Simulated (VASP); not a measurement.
# Ta2N (P-1) in VASP: notebook

Ta2N is run at these levels: PBEsol; tasks: single point.

Program: VASP 6.6.1. These are calculated values, not measurements. Logs are shortened: lines on timing, memory, paths and dates and some standing lists are left out, and cuts for length are marked.

## Step 1: The cell of the first run

The typed cell holds 3 atoms: a = 3.086 Å, b = 3.267 Å, c = 4.486 Å, α = 90.00°, β = 90.00°, γ = 125.89°.

## Step 2: Single point, PBEsol (engineering shear strain xy -0.1400, normal strain along z -0.0700)

Input file INCAR:

```
SYSTEM = Ta2N
PREC = Accurate
ENCUT = 520
EDIFF = 1E-7
ISMEAR = 0
SIGMA = 0.15
LREAL = .FALSE.
LASPH = .TRUE.
NELM = 80
ALGO = Fast
ISIF = 2
LWAVE = .FALSE.
LCHARG = .TRUE.
GGA = PS
LELF = .TRUE.
LVHAR = .TRUE.
NBANDS = 20
```

Input file KPOINTS:

```
Automatic mesh
0
G
  15 15 8
  0 0 0
```

Input file POSCAR:

```
Ta2N
1.0
    3.0782595490     -0.2154781684      0.0000000000
   -1.7257393423      2.7735900531      0.0000000000
    0.0000000000      0.0000000000      4.4862576314
Ta N
2 1
Direct
    0.6666666667      0.3333333333      0.7463700642
    0.3333333333      0.6666666667      0.2536299358
    0.0000000000      0.0000000000      0.0000000000
```

Potentials or basis: VASP PAW PBE potentials, release 64 (Ta_pv, N).

Launch:

```
cat potpaw_PBE.64/Ta_pv/POTCAR potpaw_PBE.64/N/POTCAR > POTCAR
mpirun -np 1 vasp_std > vasp.out
```

OUTCAR:

```text
SYSTEM = Ta2N
   PREC = Accurate
   ENCUT = 520
   EDIFF = 1E-7
   ISMEAR = 0
   LREAL = .FALSE.
   LASPH = .TRUE.
   NELM = 80
   ISIF = 2
   GGA = PS

 ion  position               nearest neighbor table
   1  0.667  0.333  0.746-   3 2.02   3 2.11   3 2.20   2 2.77   2 2.82   2 2.84   2 2.89   2 2.91
                             2 2.96
   2  0.333  0.667  0.254-   3 2.02   3 2.11   3 2.20   1 2.77   1 2.82   1 2.84   1 2.89   1 2.91
                             1 2.96
   3  0.000  0.000  0.000-   1 2.02   2 2.02   1 2.11   2 2.11   1 2.20   2 2.20

  LATTYP: Found a simple monoclinic cell.
 ALAT       =     2.8936563936
 B/A-ratio  =     1.5503767625
 C/A-ratio  =     1.0663989255
 COS(beta)  =    -0.4045359157

  Lattice vectors:

 A1 = (   1.3525202067,   2.5581118847,   0.0000000000)
 A2 = (   0.0000000000,   0.0000000000,  -4.4862576314)
 A3 = (  -3.0782595490,   0.2154781684,   0.0000000000)

Analysis of symmetry for initial positions (statically):
=====================================================================
 Subroutine PRICEL returns:
 Original cell was already a primitive cell.

 Routine SETGRP: Setting up the symmetry group for a
 simple monoclinic supercell.

 Subroutine GETGRP returns: Found  2 space group operations
 (whereof  2 operations were pure point group operations)
 out of a pool of  4 trial point group operations.

The static configuration has the point symmetry S_2 .

Analysis of symmetry for dynamics (positions and initial velocities):
=====================================================================
 Subroutine PRICEL returns:
 Original cell was already a primitive cell.

 Routine SETGRP: Setting up the symmetry group for a
 simple monoclinic supercell.

 Subroutine GETGRP returns: Found  2 space group operations
 (whereof  2 operations were pure point group operations)
 out of a pool of  4 trial point group operations.

The dynamic configuration has the point symmetry S_2 .

 Subroutine INISYM returns: Found  2 space group operations
 (whereof  2 operations are pure point group operations),
 and found     1 'primitive' translations

----------------------------------------------------------------------------------------

                                     Primitive cell

  volume of cell :      36.6346

  direct lattice vectors                    reciprocal lattice vectors
     3.078259549 -0.215478168  0.000000000     0.339652208  0.211333026  0.000000000
    -1.725739342  2.773590053  0.000000000     0.026387330  0.376961856  0.000000000
     0.000000000  0.000000000  4.486257631     0.000000000  0.000000000  0.222902937

  length of vectors
     3.085792069  3.266646302  4.486257631     0.400031587  0.377884284  0.222902937

  position of ions in fractional coordinates (direct lattice)
     0.666666667  0.333333333  0.746370064
     0.333333333  0.666666667  0.253629936
     0.000000000  0.000000000  0.000000000

  ion indices of the primitive-cell ions
   primitive index   ion index
                 1           1
                 2           2
                 3           3

----------------------------------------------------------------------------------------

 KPOINTS: Automatic mesh

Automatic generation of k-mesh.
 Grid dimensions read from file:
 generate k-points for:   15   15    8

 Generating k-lattice:

  Cartesian coordinates                     Fractional coordinates (reciprocal lattice)
     0.022643481  0.014088868  0.000000000     0.066666667 -0.000000000  0.000000000
     0.001759155  0.025130790  0.000000000     0.000000000  0.066666667  0.000000000
     0.000000000  0.000000000  0.027862867     0.000000000  0.000000000  0.125000000

  Length of vectors
     0.026668772  0.025192286  0.027862867

  Shift w.r.t. Gamma in fractional coordinates (k-lattice)
     0.000000000  0.000000000  0.000000000

 Subroutine IBZKPT returns following result:
 ===========================================

 Found    901 irreducible k-points:

 Following reciprocal coordinates:
            Coordinates               Weight
  0.000000  0.000000  0.000000      1.000000
  0.066667  0.000000  0.000000      2.000000
  0.133333  0.000000  0.000000      2.000000
  0.200000 -0.000000  0.000000      2.000000
  0.266667  0.000000  0.000000      2.000000
  0.333333  0.000000  0.000000      2.000000
[... 16 lines left out ...]
 -0.066667  0.066667  0.000000      2.000000
 -0.000000  0.133333  0.000000      2.000000
 [... further k-points ...]
   k-points           NKPTS =    901   k-points in BZ     NKDIM =    901   number of bands    NBANDS=     20
   number of dos      NEDOS =    301   number of ions     NIONS =      3
   total plane-waves  NPLWV =  20736
   dimension x,y,z NGX =    24 NGY =   24 NGZ =   36
   dimension x,y,z NGXF=    48 NGYF=   48 NGZF=   72
   ions per type =               2   1
   NGX,Y,Z   is equivalent  to a cutoff of  12.93, 12.21, 13.34 a.u.
   NGXF,Y,Z  is equivalent  to a cutoff of  25.86, 24.43, 26.68 a.u.
 SYSTEM =  Ta2N
   PREC   = accura    normal or accurate (medium, high low for compatibility)
   ISTART =      0    job   : 0-new  1-cont  2-samecut
   ICHARG =      2    charge: 1-file 2-atom 10-const
   ISPIN  =      1    spin polarized calculation?
   LNONCOLLINEAR =      F non collinear calculations
   LSORBIT =      F    spin-orbit coupling
   LASPH  =      T    aspherical Exc in radial PAW
   ENCUT  =  520.0 eV  38.22 Ry    6.18 a.u.   5.74  6.07  8.34*2*pi/ulx,y,z
   NELM   =     80;   NELMIN=  2; NELMDL= -5     # of ELM steps
   EDIFF  = 0.1E-06   stopping-criterion for ELM
   LREAL  =      F    real-space projection
   EDIFFG = 0.1E-05   stopping-criterion for IOM
   NSW    =      0    number of steps for IOM
   IBRION =     -1    ionic relax: 0-MD 1-quasi-New 2-CG
   NFREE  =      0    steps in history (QN), initial steepest desc. (CG)
   ISIF   =      2    stress and relaxation
   ISYM   =      2    0-nonsym 1-usesym 2-fastsym
   POTIM  = 0.5000    time-step for ionic-motion
   TEBEG  =    0.0;   TEEND  =   0.0 temperature during run
   PSTRESS=    0.0 pullay stress
   NELECT =      27.0000    total number of electrons
   NUPDOWN=      -1.0000    fix difference up-down
   EMIN   =  10.00;   EMAX   =-10.00  energy-range for DOS
   EFERMI =   0.00;   METHOD = LEGACY
   ISMEAR =     0;   SIGMA  =   0.15  broadening in eV -4-tet -1-fermi 0-gaus
   EFERMI_NEDOS =   21; number of points for ismear=-14 and -15
   IALGO  =     68    algorithm
   IMIX   =      4    mixing-type and parameters
     AMIX     =   0.40;   BMIX     =  1.00
     AMIX_MAG =   1.60;   BMIX_MAG =  1.00
  volume/ion in A,a.u.               =      12.21        82.41
  Fermi-wavevector in a.u.,A,eV,Ry     =   1.478764  2.794458 29.752427  2.186742
  Thomas-Fermi vector in A             =   2.593004
   LORBIT       =      0    0 simple, 1 ext, 2 COOP (PROOUT), +10 PAW based schemes
   GGA     = PS    functional components
   LHFCALC =     F    Hartree Fock is set to
   AEXX    =    0.0000 exact exchange contribution
   IVDW    =     0    specifies the selected vdW correction
   LEPSILON=     F    determine dielectric tensor
   LRPA    =     F    only Hartree local field effects (RPA)
 non-spin polarized calculation
 RMM-DIIS sequential band-by-band and
 Gauss-broadening in eV      SIGMA  =   0.15
  energy-cutoff  :      520.00
  volume of cell :       36.63
 maximum number of plane-waves:      1008
   NGX = 11   NGY = 13   NGZ = 17

 number of electron      27.0000001 magnetization

 Free energy of the ion-electron system (eV)
  ---------------------------------------------------
  ext. energy  EPLUGINS =         0.00000000
  ---------------------------------------------------
  free energy    TOTEN  =       -35.69322103 eV

  energy without entropy =      -35.68043636  energy(sigma->0) =      -35.68682870

 E-fermi :   8.2267     XC(G=0): -13.5468

 val. band max:        8.2229960090   @ k =  -0.4667   0.4667   0.5000
 cond. band min:       8.2272804624   @ k =   0.4000   0.0000   0.5000
 fundamental gap:      0.0042844533
 Fermi energy:         8.2266732805

 k-point     1 :       0.0000    0.0000    0.0000
  band No.  band energies     occupation
      1     -27.3895      2.00000
      2     -26.4590      2.00000
      3     -26.2414      2.00000
      4     -26.2156      2.00000
      5     -25.9952      2.00000
      6     -25.8201      2.00000
[... 12 lines left out ...]
     19      10.6767      0.00000
     20      14.4764      0.00000

 k-point     2 :       0.0667    0.0000    0.0000
  band No.  band energies     occupation
      1     -27.3669      2.00000
      2     -26.4745      2.00000
      3     -26.2991      2.00000
      4     -26.2042      2.00000
      5     -26.0399      2.00000
      6     -25.8306      2.00000
[... 12 lines left out ...]
     19      10.7433      0.00000
     20      14.7095      0.00000

 k-point     3 :       0.1333    0.0000    0.0000
  band No.  band energies     occupation
      1     -27.3009      2.00000
      2     -26.5182      2.00000
      3     -26.4247      2.00000
      4     -26.2190      2.00000
      5     -26.1535      2.00000
      6     -25.8621      2.00000
[... 12 lines left out ...]
     19      11.8107      0.00000
     20      14.8542      0.00000

 k-point     4 :       0.2000   -0.0000    0.0000
  band No.  band energies     occupation
      1     -27.1971      2.00000
      2     -26.6092      2.00000
      3     -26.5756      2.00000
      4     -26.3445      2.00000
      5     -26.2141      2.00000
      6     -25.9150      2.00000
[... 12 lines left out ...]
     19      13.0863      0.00000
     20      14.6155      0.00000

 k-point     5 :       0.2667    0.0000    0.0000
  band No.  band energies     occupation
      1     -27.0654      2.00000
      2     -26.8084      2.00000
      3     -26.6604      2.00000
      4     -26.5067      2.00000
      5     -26.2428      2.00000
      6     -25.9899      2.00000
[... 12 lines left out ...]
     19      13.7538      0.00000
     20      14.6516      0.00000

 k-point     6 :       0.3333    0.0000    0.0000
  band No.  band energies     occupation
      1     -27.0164      2.00000
      2     -26.9040      2.00000
      3     -26.7613      2.00000
      4     -26.6221      2.00000
      5     -26.2702      2.00000
      6     -26.0858      2.00000
[... 12 lines left out ...]
     19      13.6875      0.00000
     20      14.2543      0.00000

 k-point     7 :       0.4000    0.0000    0.0000
  band No.  band energies     occupation
      1     -27.1612      2.00000
      2     -26.8741      2.00000
      3     -26.7551      2.00000
      4     -26.6723      2.00000
      5     -26.2922      2.00000
      6     -26.1979      2.00000
[... 12 lines left out ...]
     19      13.5419      0.00000
     20      13.6616      0.00000
[... 277 lines left out ...]
 k-point    20 :      -0.2667    0.0667    0.0000
  band No.  band energies     occupation
      1     -27.1353      2.00000
      2     -26.6825      2.00000
      3     -26.6504      2.00000
      4     -26.3876      2.00000
      5     -26.2205      2.00000
      6     -25.9566      2.00000
[... 12 lines left out ...]
     19      13.5174      0.00000
     20      14.2963      0.00000

 k-point    21 :      -0.2000    0.0667    0.0000
  band No.  band energies     occupation
      1     -27.2512      2.00000
      2     -26.5907      2.00000
      3     -26.4877      2.00000
      4     -26.2783      2.00000
      5     -26.1380      2.00000
      6     -25.8937      2.00000
[... 12 lines left out ...]
     19      12.4583      0.00000
     20      14.3756      0.00000

 k-point    22 :      -0.1333    0.0667    0.0000
  band No.  band energies     occupation
      1     -27.3330      2.00000
      2     -26.5305      2.00000
      3     -26.3356      2.00000
      4     -26.2442      2.00000
      5     -26.0387      2.00000
      6     -25.8517      2.00000
[... 12 lines left out ...]
     19      11.1208      0.00000
     20      14.4526      0.00000

 k-point    23 :      -0.0667    0.0667    0.0000
  band No.  band energies     occupation
      1     -27.3736      2.00000
      2     -26.4850      2.00000
      3     -26.2541      2.00000
      4     -26.2389      2.00000
      5     -25.9951      2.00000
      6     -25.8302      2.00000
[... 12 lines left out ...]
     19      10.8628      0.00000
     20      14.3626      0.00000

 k-point    24 :      -0.0000    0.1333    0.0000
  band No.  band energies     occupation
      1     -27.3125      2.00000
      2     -26.4975      2.00000
      3     -26.4158      2.00000
      4     -26.2305      2.00000
      5     -26.1130      2.00000
      6     -25.8586      2.00000
[... 12 lines left out ...]
     19      11.5399      0.00000
     20      14.3932      0.00000

 [... further k-points ...]

------------------------ aborting loop because EDIFF is reached ----------------------------------------

  FORCE on cell =-STRESS in cart. coord.  units (eV):
  Direction    XX          YY          ZZ          XY          YZ          ZX
  --------------------------------------------------------------------------------------
  -------------------------------------------------------------------------------------
  Total        6.1307935      6.1813601     10.5573809      6.1935856     -0.4371965     -2.5276334
  in kB      268.1237161    270.3351926    461.7157962    270.8698639    -19.1203217   -110.5433511
  external PRESSURE =     333.3915683 kB  Pullay stress =       0.0000000 kB

 VOLUME and BASIS-vectors are now :
 -----------------------------------------------------------------------------
  energy-cutoff  :      520.00
  volume of cell :       36.63
      direct lattice vectors                 reciprocal lattice vectors
     3.078259549 -0.215478168  0.000000000     0.339652208  0.211333026  0.000000000
    -1.725739342  2.773590053  0.000000000     0.026387330  0.376961856  0.000000000
     0.000000000  0.000000000  4.486257631     0.000000000  0.000000000  0.222902937

 POSITION                                       TOTAL-FORCE (eV/Angst)
 -----------------------------------------------------------------------------------
      1.47693      0.78088      3.34841         0.194826      0.063951     -0.440701
     -0.12441      1.77723      1.13785        -0.194826     -0.063951      0.440701
      0.00000      0.00000      0.00000         0.000000     -0.000000      0.000000
 -----------------------------------------------------------------------------------
    total drift:                                0.000000     -0.000000      0.000000

  FREE ENERGIE OF THE ION-ELECTRON SYSTEM (eV)
  ---------------------------------------------------
  free  energy   TOTEN  =       -35.6932210297 eV

  energy  without entropy=      -35.6804363626  energy(sigma->0) =      -35.68682870
```

Wall time 18 min (1 thread of Oxide Virtual Turin-like, shared host); peak memory 0.6 GiB.

What came out:

```
Free energy            : -35.6932 eV
Pressure               : 33.3 GPa
Largest force          : 0.486 eV/Å
Band gap on the k mesh : zero (an odd number of electrons rules out a gap without spin polarisation)
```

Forces in eV/Å, atoms in the order of the input:
```
Ta   0.195  0.064 -0.441
Ta  -0.195 -0.064  0.441
N    0.000  0.000  0.000
```

Levels at points of the mesh, in eV from the Fermi level:
```tsv
k point	band 9	band 10	band 11	band 12	band 13	band 14	band 15	band 16	band 17	band 18
(0.00, 0.00, 0.00)	-7.29	-6.20	-4.62	-1.30	-0.42	0.02	0.24	0.36	0.94	1.11
(0.00, 0.00, 0.50)	-7.53	-6.51	-2.69	-2.46	-2.14	-0.38	1.47	1.95	2.95	3.37
```

Caveat: the cell differs from its parent crystal (engineering shear strain xy -0.1400, normal strain along z -0.0700); the stress differs along the axes, from 27 to 46 GPa; the PAW data sets were made with another functional, which shifts forces and pressure a little; spin-orbit coupling is left out, which moves the levels of the heavy elements.

## Step 3: Single point, PBEsol (engineering shear strain xy -0.1050, normal strain along z -0.0700)

Edit INCAR of step 2 so:

```diff
@@ -3,3 +3,3 @@
 ENCUT = 520
-EDIFF = 1E-7
+EDIFF = 1E-6
 ISMEAR = 0
@@ -8,3 +8,3 @@
 LASPH = .TRUE.
-NELM = 80
+NELM = 60
 ALGO = Fast
```

Input file KPOINTS:

```
regular mesh
0
G
  15 15 8
  0 0 0
```

Input file POSCAR:

```
Ta2N
1.0
    3.0782595490     -0.1616086263      0.0000000000
   -1.6790869503      2.7466552820      0.0000000000
    0.0000000000      0.0000000000      4.4862576314
Ta N
2 1
Direct
    0.6666666667      0.3333333333      0.7463700642
    0.3333333333      0.6666666667      0.2536299358
    0.0000000000      0.0000000000      0.0000000000
```

Potentials or basis: VASP PAW PBE potentials, release 64 (Ta_pv, N).

Launch:

```
cat potpaw_PBE.64/Ta_pv/POTCAR potpaw_PBE.64/N/POTCAR > POTCAR
mpirun -np 1 vasp_std > vasp.out
```

Run time: 13 min. Hardware: 1 thread of Oxide Virtual Turin-like, shared host; peak memory 0.6 GiB.

The run converged. Its results:

| Quantity | Value |
| --- | --- |
| Free energy | -35.8985 eV |
| Pressure | 30.6 GPa |
| Largest force | 0.282 eV/Å |
| Band gap on the k mesh | zero (an odd number of electrons rules out a gap without spin polarisation) |

Forces on the atoms (eV/Å):
```
Ta   0.130  0.033 -0.248
Ta  -0.130 -0.033  0.248
N    0.000  0.000  0.000
```

Stress tensor (GPa, compression positive):
```
23.93 20.75 -8.10
20.75 24.15 -1.11
-8.10 -1.11 43.85
```

Levels at points of the mesh, in eV from the Fermi level:
```csv
k point,band 9,band 10,band 11,band 12,band 13,band 14,band 15,band 16,band 17,band 18
"(0.00, 0.00, 0.00)",-7.19,-6.38,-4.60,-1.05,-0.38,0.02,0.20,0.35,0.76,0.95
"(0.00, 0.00, 0.50)",-7.44,-6.68,-2.52,-2.39,-2.16,-0.69,1.70,2.13,2.87,3.39
```

Caveat: the cell differs from its parent crystal (engineering shear strain xy -0.1050, normal strain along z -0.0700); the stress differs along the axes, from 24 to 44 GPa; the PAW data sets were made with another functional, which shifts forces and pressure a little; spin-orbit coupling is left out, which moves the levels of the heavy elements.
